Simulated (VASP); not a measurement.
Input of a VASP 6.6.1 run:

The input INCAR:

```
SYSTEM = LiCl
PREC = Accurate
ENCUT = 520
EDIFF = 1E-7
ISMEAR = 0
SIGMA = 0.1
LREAL = .FALSE.
LASPH = .TRUE.
NELM = 80
ALGO = Normal
ISIF = 2
LWAVE = .FALSE.
LCHARG = .FALSE.
GGA = PE
NBANDS = 24
```

The input KPOINTS:

```
regular mesh
0
G
  6 6 6
  0 0 0
```

POSCAR

```
LiCl
1.0
    5.3916495094      3.1128702956      1.2348926980
   -5.3916495094      3.1128702956      1.2348926980
    0.0000000000     -6.2257405913      1.2348926980
Li Cl
3 3
Direct
    0.7990451475      0.1869221344      0.7990451475
    0.1869221344      0.7990451475      0.7990451475
    0.7990451475      0.7990451475      0.1869221344
    0.1927496356      0.1927496356      0.8294882994
    0.8294882994      0.1927496356      0.1927496356
    0.1927496356      0.8294882994      0.1927496356
```

Potentials or basis: VASP PAW PBE potentials, release 64 (Li_sv, Cl).

The run is started by

```sh
$ cat potpaw_PBE.64/Li_sv/POTCAR potpaw_PBE.64/Cl/POTCAR > POTCAR
$ mpirun -np 1 vasp_std > vasp.out
```

(1) What does it give for the largest force?

(2) Estimate the band gap on the k mesh.

## Answers

(1) 0.008 eV/Å.

(2) 5.75 eV, direct.
